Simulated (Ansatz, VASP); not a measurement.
## AlRu: VASP beside Ansatz

Contents of INCAR:

```
SYSTEM = AlRu
ALGO = Normal
EDIFF = 1E-6
ENCUT = 500
GGA = PE
GGA_COMPAT = .FALSE.
ISIF = 2
ISMEAR = -4
LASPH = .TRUE.
LCHARG = .FALSE.
LDAU = .TRUE.
LDAUJ = 0 0.79
LDAUL = -1 2
LDAUPRINT = 1
LDAUTYPE = 1
LDAUU = 0 6.9
LMAXMIX = 4
LREAL = .FALSE.
LWAVE = .FALSE.
NBANDS = 16
NELM = 200
PREC = Accurate
SIGMA = 0.1
```

The input KPOINTS:

```
k-points
0
G
  6 6 6
  0 0 0
```

File POSCAR:

```
AlRu
1.0
    2.9824954400      0.0000000000      0.0000000000
    0.0000000000      2.9824954400      0.0000000000
    0.0000000000      0.0000000000      2.9824954400
Al Ru
1 1
Direct
    0.7220000000      0.8480000000      0.5230000000
    1.2220000000      1.3480000000      1.0230000000
```

Input for Ansatz:

```yaml
crystal:
  lattice:
    - [2.98249544, 0.0, 0.0]
    - [0.0, 2.98249544, 0.0]
    - [0.0, 0.0, 2.98249544]
  atoms:
    - { symbol: Al, position: [0.722, 0.848, 0.523] }
    - { symbol: Ru, position: [1.222, 1.348, 1.023] }
basis:
  ecutwfc: 420
kpoints:
  mp_grid: { grid: [6, 6, 6] }
hamiltonian:
  xc: pbe
  hubbard: { sites: [{ species: Ru, l: d, u: 6.9, j: 0.79 }] }
scf:
  occupations: { method: tetrahedron_uncorrected }
  max_iter: 81
output:
  forces: true
  stress: true
  eigenvalues: true
```

Alike in both runs: task single point; functional PBE; k mesh 6 × 6 × 6; no spin polarisation; Hubbard terms Ru d U = 6.9 eV, J = 0.79 eV.

```csv
,VASP,Ansatz
version,VASP 6.6.1,Ansatz 0.2.0
potentials or method,"VASP PAW PBE potentials, release 64 (Al, Ru_pv), cutoff 500 eV","scalar-relativistic, plane waves, PAW"
occupations,tetrahedron,tetrahedron-uncorrected
valence electrons in the cell,17,19
```

VASP gave:

| Quantity | Value |
| --- | --- |
| gap on the k mesh at the Fermi level (eV) | none |
| pressure (GPa) | 2.8 |

**Question.** Estimate Ansatz's values.

**Answer.** gap on the k mesh at the Fermi level (eV): none; pressure (GPa): 2.9.

The programs project onto different local orbitals, so the same U acts differently, and such runs can settle in different states. A gap of «none» marks a metal or a gap that the smearing closes. VASP's potentials hold 17 valence electrons a cell and Ansatz's 19, so a difference there can come from the potentials and not from the codes. Ansatz's warnings: band table not solved further, filled band counts differ across k points.
